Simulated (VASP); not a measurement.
A run of VASP 6.6.1 is set up as follows.

File INCAR:

```
AGGAC    = 1.0          
AGGAX    = 1.0          
ALDAC    = 0.0          
ALDAX    = 1.0          
ALGO     = Normal         # electronic algorithm
EDIFF    = 1E-6           # SCF threshold, eV
ENCUT    = 520            # plane-wave cutoff, eV
GGA      = B5             # functional
ISIF     = 2              # what is computed and relaxed
ISMEAR   = 0              # smearing method
IVDW     = 12             # dispersion correction
LASPH    = T              # aspherical terms in the spheres
LCHARG   = F              # write CHGCAR
LREAL    = F              # projectors in reciprocal space
LWAVE    = F              # write WAVECAR
NBANDS   = 24             # bands
NELM     = 100            # most SCF steps
PREC     = Accurate       # precision mode
SIGMA    = 0.05           # smearing width, eV
VDW_A1   = 0.4298       
VDW_A2   = 4.2359       
VDW_S6   = 1.0          
VDW_S8   = 2.6996
```

File KPOINTS:

```
k-points
0
Gamma
  6 6 6
```

POSCAR

```
LaB6
1.0
    4.1704801874      0.0000000000      0.0000000000
    0.0000000000      4.1704801874      0.0000000000
    0.0000000000      0.0000000000      4.1704801874
La B
1 6
Direct
    0.0000000000      0.0000000000      0.0000000000
    0.1998427408      0.5000000000      0.5000000000
    0.8001572592      0.5000000000      0.5000000000
    0.5000000000      0.5000000000      0.1998427408
    0.5000000000      0.5000000000      0.8001572592
    0.5000000000      0.1998427408      0.5000000000
    0.5000000000      0.8001572592      0.5000000000
```

Potentials or basis: VASP PAW PBE potentials, release 64 (La, B).

The run is started by

```sh
$ cat potpaw_PBE.64/La/POTCAR potpaw_PBE.64/B/POTCAR > POTCAR
$ mpirun -np 1 vasp_std > vasp.out
```

Question: Estimate the largest force.

Answer: 0.004 eV/Å.

Question: Predict the dispersion energy per atom.

Answer: -0.574 eV.

Forces in eV/Å, atoms in the order of the input:
```
La   0.000  0.000  0.000
B   -0.004  0.000  0.000
B    0.004  0.000  0.000
B    0.000  0.000 -0.004
B    0.000  0.000  0.004
B    0.000 -0.004  0.000
B    0.000  0.004  0.000
```

Caveat: the cell stands under tension; the PAW data sets were made with another functional, which shifts forces and pressure a little.
